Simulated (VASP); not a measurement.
Input of a VASP 6.6.1 run:

INCAR

```
SYSTEM = HfN
ALGO     = Normal         ! electronic algorithm
EDIFF    = 1E-6           ! SCF threshold, eV
ENCUT    = 520            ! plane-wave cutoff, eV
GGA      = PS             ! functional
ISIF     = 2              ! what is computed and relaxed
ISMEAR   = 0              ! smearing method
LASPH    = .TRUE.         ! aspherical terms in the spheres
LCHARG   = .FALSE.        ! write CHGCAR
LREAL    = .FALSE.        ! projectors in reciprocal space
LWAVE    = .FALSE.        ! write WAVECAR
NBANDS   = 23             ! bands
NELM     = 60             ! most SCF steps
PREC     = Accurate       ! precision mode
SIGMA    = 0.15           ! smearing width, eV
```

KPOINTS

```
k-points
0
G
  18 18 10
  0 0 0
```

File POSCAR:

```
HfN
1.0
    3.1746229159      0.0000000000      0.0000000000
   -1.5873114580      2.7493040926      0.0000000000
    0.0000000000      0.0000000000      5.3909359316
Hf N
2 2
Direct
    0.6666666667      0.3333333333      0.7500000000
    0.3333333333      0.6666666667      0.2500000000
    0.0000000000      0.0000000000      0.0000000000
    0.0000000000      0.0000000000      0.5000000000
```

Potentials or basis: VASP PAW PBE potentials, release 64 (Hf_pv, N).

Command:

```sh
$ cat potpaw_PBE.64/Hf_pv/POTCAR potpaw_PBE.64/N/POTCAR > POTCAR
$ mpirun -np 1 vasp_std > vasp.out
```

Question: What does it give for the band gap on the k mesh?

Answer: Zero (bands 15 and 16 overlap by 2.31 eV).

Question: What does it give for the pressure?

Answer: -9.8 GPa.

Stress tensor (GPa, compression positive):
```
-11.98   0.00   0.00
  0.00 -11.98   0.00
  0.00   0.00  -5.48
```

Caveat: the cell differs from its parent crystal (strain +0.015 along x and y, +0.000 along z); the cell stands under tension; the PAW data sets were made with another functional, which shifts forces and pressure a little; spin-orbit coupling is left out, which moves the levels of the heavy elements.
